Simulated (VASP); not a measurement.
Here is a VASP 6.6.1 calculation.

INCAR

```
  ALGO = Normal
  EDIFF = 1E-7
  ENCUT = 520
  GGA = PE
  ISIF = 2
  ISMEAR = 0
  LASPH = T
  LCHARG = F
  LREAL = F
  LWAVE = F
  NBANDS = 28
  NELM = 60
  PREC = Accurate
  SIGMA = 0.01
```

The input KPOINTS:

```
k-points
0
Gamma
  6 6 4
```

Contents of POSCAR:

```
La2O3
1.0
    3.8026511838      0.0000000000      0.0000000000
   -1.9013255919      3.2931925269      0.0000000000
    0.0000000000      0.0000000000      5.2516431361
La O
2 3
Direct
    0.6666666667      0.3333333333      0.7722574325
    0.3333333333      0.6666666667      0.2277425675
    0.6666666667      0.3333333333      0.3393838738
    0.3333333333      0.6666666667      0.6606161262
    0.0000000000      0.0000000000      0.0000000000
```

Potentials or basis: VASP PAW PBE potentials, release 64 (La, O).

The run is started by

```bash
$ cat potpaw_PBE.64/La/POTCAR potpaw_PBE.64/O/POTCAR > POTCAR
$ mpirun -np 1 vasp_std > vasp.out
```

Q: What does it give for the band gap on the k mesh?

A: 3.72 eV, indirect (least direct gap 3.88 eV).

Q: Predict the pressure.

A: 39.5 GPa.

Q: What does it give for the largest force?

A: 0.021 eV/Å.

Forces in eV/Å, atoms in the order of the input:
```
La   0.000  0.000 -0.021
La   0.000  0.000  0.021
O    0.000  0.000 -0.005
O    0.000  0.000  0.005
O    0.000  0.000  0.000
```

Caveat: spin-orbit coupling is left out, which moves the levels of the heavy elements. A k mesh can miss the band edges.
